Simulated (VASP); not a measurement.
# PbSe in VASP: notebook, part 2 of 2

VASP 6.6.1.

**3. Single point, PBE**

This run uses another cell than the first one, of 30.60 Å³/atom, 1.004 times its volume.

The input, INCAR:

```
SYSTEM = PbSe
ALGO = Normal
EDIFF = 1E-7
ENCUT = 520
GGA = PE
ISIF = 2
ISMEAR = -1
LASPH = .True.
LCHARG = .False.
LREAL = .False.
LWAVE = .False.
NBANDS = 28
NELM = 60
PREC = Accurate
SIGMA = 0.1
```

The input, KPOINTS:

```
k-points
0
Gamma
  3 3 3
  0 0 0
```

The input, POSCAR:

```
PbSe
1.0
    4.9315370000      0.0418380000      0.5310310000
    0.3070940000      4.6634580000      0.6974730000
   -0.6147040000     -0.2614000000      5.2222960000
Pb Se
2 2
Direct
    0.2315410754      0.2208816977      0.1011963877
    0.7293013442      0.6875852986      0.9591915504
    0.7068123648      0.2007058020      0.5329636323
    0.0666055163      0.7051827102      0.4672784740
```

Potentials or basis: VASP PAW PBE potentials, release 64 (Pb_d, Se).

The run is started by

```console
$ cat potpaw_PBE.64/Pb_d/POTCAR potpaw_PBE.64/Se/POTCAR > POTCAR
$ mpirun -np 1 vasp_std > vasp.out
```

OUTCAR:

```text
SYSTEM = PbSe
   EDIFF = 1E-7
   ENCUT = 520
   GGA = PE
   ISIF = 2
   ISMEAR = -1
   LASPH = .True.
   LREAL = .False.
   NELM = 60
   PREC = Accurate

 ion  position               nearest neighbor table
   1  0.232  0.221  0.101-   4 3.14   4 3.18   2 3.21   3 3.25   2 3.50   2 3.50   2 3.81
   2  0.729  0.688  0.959-   4 3.10   3 3.15   4 3.15   1 3.21   3 3.36   1 3.50   1 3.50   1 3.81

   3  0.707  0.201  0.533-   2 3.15   1 3.25   2 3.36
   4  0.067  0.705  0.467-   2 3.10   1 3.14   2 3.15   1 3.18

  LATTYP: Found a triclinic cell.
 ALAT       =     8.6533215772
 B/A-ratio  =     0.5732159470
 C/A-ratio  =     0.6084186802
 COS(alpha) =     0.0103072219
 COS(beta)  =     0.5652775516
 COS(gamma) =     0.6279450890

  Lattice vectors:

 A1 = (   5.8533350000,   4.9666960000,  -3.9937920000)
 A2 = (   4.9315370000,   0.0418380000,   0.5310310000)
 A3 = (   0.6147040000,   0.2614000000,  -5.2222960000)

Analysis of symmetry for initial positions (statically):
=====================================================================
 Subroutine PRICEL returns:
 Original cell was already a primitive cell.

 Routine SETGRP: Setting up the symmetry group for a
 triclinic supercell.

 Subroutine GETGRP returns: Found  1 space group operations
 (whereof  1 operations were pure point group operations)
 out of a pool of  2 trial point group operations.

The static configuration has the point symmetry C_1 .

Analysis of symmetry for dynamics (positions and initial velocities):
=====================================================================
 Subroutine PRICEL returns:
 Original cell was already a primitive cell.

 Routine SETGRP: Setting up the symmetry group for a
 triclinic supercell.

 Subroutine GETGRP returns: Found  1 space group operations
[... 111 lines left out ...]
   ISMEAR =    -1;   SIGMA  =   0.10  broadening in eV -4-tet -1-fermi 0-gaus
   EFERMI_NEDOS =   21; number of points for ismear=-14 and -15
   IALGO  =     38    algorithm
   IMIX   =      4    mixing-type and parameters
     AMIX     =   0.40;   BMIX     =  1.00
     AMIX_MAG =   1.60;   BMIX_MAG =  1.00
  volume/ion in A,a.u.               =      30.60       206.49
  Fermi-wavevector in a.u.,A,eV,Ry     =   1.127645  2.130939 17.300926  1.271582
  Thomas-Fermi vector in A             =   2.264331
   LORBIT       =      0    0 simple, 1 ext, 2 COOP (PROOUT), +10 PAW based schemes
   GGA     = PE    functional components
   LHFCALC =     F    Hartree Fock is set to
   AEXX    =    0.0000 exact exchange contribution
   IVDW    =     0    specifies the selected vdW correction
   LEPSILON=     F    determine dielectric tensor
   LRPA    =     F    only Hartree local field effects (RPA)
 non-spin polarized calculation
  energy-cutoff  :      520.00
  volume of cell :      122.40
 maximum number of plane-waves:      3305
 NGX is ok and might be reduce to    40
   NGX = 19   NGY = 17   NGZ = 19

 number of electron      40.0000001 magnetization

 Free energy of the ion-electron system (eV)
  ---------------------------------------------------
  ext. energy  EPLUGINS =         0.00000000
  ---------------------------------------------------
  free energy    TOTEN  =       -13.91871621 eV

  energy without entropy =      -13.81855473  energy(sigma->0) =      -13.86863547

 E-fermi :   4.7107     XC(G=0):  -9.3277

 val. band max:        4.6855448151   @ k =   0.0000  -0.3333   0.3333
 cond. band min:       4.7123610565   @ k =   0.3333   0.0000   0.0000
 fundamental gap:      0.0268162414
 Fermi energy:         4.7106773015

 k-point     1 :       0.0000    0.0000    0.0000
  band No.  band energies     occupation
      1     -12.7600      2.00000
      2     -12.6530      2.00000
      3     -12.6106      2.00000
      4     -12.5786      2.00000
      5     -12.5685      2.00000
      6     -12.5271      2.00000
[... 423 lines left out ...]
     27      11.6974      0.00000
     28      12.2214      0.00000

------------------------ aborting loop because EDIFF is reached ----------------------------------------

  FORCE on cell =-STRESS in cart. coord.  units (eV):
  Direction    XX          YY          ZZ          XY          YZ          ZX
  --------------------------------------------------------------------------------------
  -------------------------------------------------------------------------------------
  Total        0.4585832      0.8591325     -4.5843557     -0.4266513      0.6472563      0.1366573
  in kB        6.0028974     11.2461240    -60.0096426     -5.5849054      8.4726448      1.7888563
  external PRESSURE =     -14.2535404 kB  Pullay stress =       0.0000000 kB

 VOLUME and BASIS-vectors are now :
 -----------------------------------------------------------------------------
  energy-cutoff  :      520.00
  volume of cell :      122.40
      direct lattice vectors                 reciprocal lattice vectors
     4.931537000  0.041838000  0.531031000     0.200466047 -0.016605708  0.022765188
     0.307094000  4.663458000  0.697473000    -0.002919225  0.213081599  0.010322102
    -0.614704000 -0.261400000  5.222296000    -0.019994578 -0.026769933  0.187793184

 POSITION                                       TOTAL-FORCE (eV/Angst)
 -----------------------------------------------------------------------------------
      1.14748      1.01331      0.80549         0.227831     -0.479656      0.730575
      3.21811      2.98630      5.87604        -0.287436      0.236955     -0.386255
      3.21969      0.82624      3.29862        -0.512727      0.033543      0.197979
      0.25779      3.16923      2.96748         0.572332      0.209158     -0.542300
 -----------------------------------------------------------------------------------
    total drift:                                0.000204     -0.000104     -0.000085

  FREE ENERGIE OF THE ION-ELECTRON SYSTEM (eV)
  ---------------------------------------------------
  free  energy   TOTEN  =       -13.9187162096 eV

  energy  without entropy=      -13.8185547295  energy(sigma->0) =      -13.86863547
```

Run time: 25 s. Hardware: 1 thread of Intel Xeon 6975P-C (Granite Rapids), shared host; peak memory 0.24 GiB.

What came out:

```
Free energy            : -13.9187 eV
Pressure               : -1.4 GPa
Largest force          : 0.903 eV/Å
Band gap on the k mesh : zero (band 20 reaches 4.91 eV, above the bottom of band 21 at 4.59 eV)
```

Forces on the atoms (eV/Å):
```
Pb   0.228 -0.480  0.731
Pb  -0.287  0.237 -0.386
Se  -0.513  0.034  0.198
Se   0.572  0.209 -0.542
```

Levels at points of the mesh, in eV from the Fermi level:
```
           k point  band 16  band 17  band 18  band 19  band 20  band 21  band 22  band 23  band 24  band 25
(0.00, 0.00, 0.00)    -3.85    -3.25    -1.59    -0.83    -0.18     0.36     0.92     2.06     3.34     3.79
```

Caveat: the k points lie up to 0.45 Å⁻¹ apart; spin-orbit coupling is left out, which moves the levels of the heavy elements.

**4. Single point, PBE**

This run uses another cell than the first one, of 30.92 Å³/atom, 1.014 times its volume.

The input, INCAR:

```
SYSTEM = PbSe
PREC = Accurate
ENCUT = 520
EDIFF = 1E-6
ISMEAR = -1
SIGMA = 0.1
LREAL = .FALSE.
LASPH = .TRUE.
NELM = 80
ALGO = Normal
ISIF = 2
LWAVE = .FALSE.
LCHARG = .FALSE.
GGA = PE
NBANDS = 28
```

The input, KPOINTS:

```
Automatic mesh
0
G
  3 3 3
  0 0 0
```

The input, POSCAR:

```
PbSe
1.0
    4.9484600000      0.0419810000      0.5328530000
    0.3081480000      4.6794610000      0.6998670000
   -0.6168140000     -0.2622970000      5.2402170000
Pb Se
2 2
Direct
    0.2419189123      0.2193780944      0.1043863819
    0.7198614248      0.6862993661      0.9613858361
    0.7042090156      0.2131847779      0.5355465475
    0.0660639972      0.7047101283      0.4703217896
```

The run is started by

```console
$ cat potpaw_PBE.64/Pb_d/POTCAR potpaw_PBE.64/Se/POTCAR > POTCAR
$ mpirun -np 1 vasp_std > vasp.out
```

Wall time 20 s (1 thread of Intel Xeon 6975P-C (Granite Rapids), shared host); peak memory 0.24 GiB.

The run converged. Its results:

| Property | Result |
| --- | --- |
| Free energy | -13.9312 eV |
| Pressure | -2.0 GPa |
| Largest force | 0.855 eV/Å |
| Band gap on the k mesh | zero (band 20 reaches 4.82 eV, above the bottom of band 21 at 4.52 eV) |

Forces on the atoms (eV/Å):
```
Pb   0.037 -0.368  0.771
Pb  -0.045  0.187 -0.367
Se  -0.506 -0.076  0.173
Se   0.513  0.257 -0.577
```

Stress tensor (GPa, compression positive):
```
 0.18 -0.32  0.05
-0.32  0.35  0.92
 0.05  0.92 -6.63
```

Levels at points of the mesh, in eV from the Fermi level:
```csv
k point,band 18,band 19,band 20,band 21,band 22,band 23
"(0.00, 0.00, 0.00)",-1.56,-0.75,-0.21,0.29,0.89,2.05
```

Caveat: the k points lie up to 0.45 Å⁻¹ apart; spin-orbit coupling is left out, which moves the levels of the heavy elements.

**5. Summary**

| cell | gap on the mesh (eV) | pressure (GPa) | largest force (eV/Å) |
| --- | --- | --- | --- |
| a = 4.954, b = 4.720, c = 5.259 Å, angles 84.8, 90.6, 84.9°, 4 atoms | none | -0.8 | 1.03 |
| a = 4.960, b = 4.725, c = 5.265 Å, angles 84.8, 90.6, 84.9°, 4 atoms | none | -1.4 | 0.90 |
| a = 4.977, b = 4.742, c = 5.283 Å, angles 84.8, 90.6, 84.9°, 4 atoms | none | -2.0 | 0.85 |

Alike in all rows: task single point; level PBE; potentials or basis VASP PAW PBE potentials, release 64 (Pb_d, Se); no spin polarisation; k mesh 3 × 3 × 3; cutoff (eV) 520; smearing fermi-dirac 0.1 eV.

Caveats: all runs use coarse meshes; spin-orbit coupling is left out, which moves the levels of the heavy elements.

Absolute energies hang on the potentials; compare differences alone.
